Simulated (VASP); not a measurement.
A run of VASP 6.6.1 is set up as follows.

The input INCAR:

```
PREC = Accurate
ENCUT = 520
EDIFF = 1E-6
ISMEAR = 0
SIGMA = 0.1
LREAL = False
LASPH = True
NELM = 100
ALGO = Normal
ISIF = 2
LWAVE = False
LCHARG = False
GGA = PE
NBANDS = 14
```

File KPOINTS:

```
Automatic mesh
0
Gamma
  14 14 14
```

POSCAR

```
TiAl
1.0
    3.3363005054      0.0000000000      0.0000000000
    0.0000000000      3.3363005054      0.0000000000
    0.0000000000      0.0000000000      3.3363005054
Ti Al
1 1
Direct
    0.0000000000      0.0000000000      0.0000000000
    0.5000000000      0.5000000000      0.5000000000
```

Potentials or basis: VASP PAW PBE potentials, release 64 (Ti_sv, Al).

The run is started by

```console
$ cat potpaw_PBE.64/Ti_sv/POTCAR potpaw_PBE.64/Al/POTCAR > POTCAR
$ mpirun -np 1 vasp_std > vasp.out
```

(1) What does it give for the pressure?

## Answers

(1) -11.6 GPa.

Caveat: the cell differs from its parent crystal (strained).
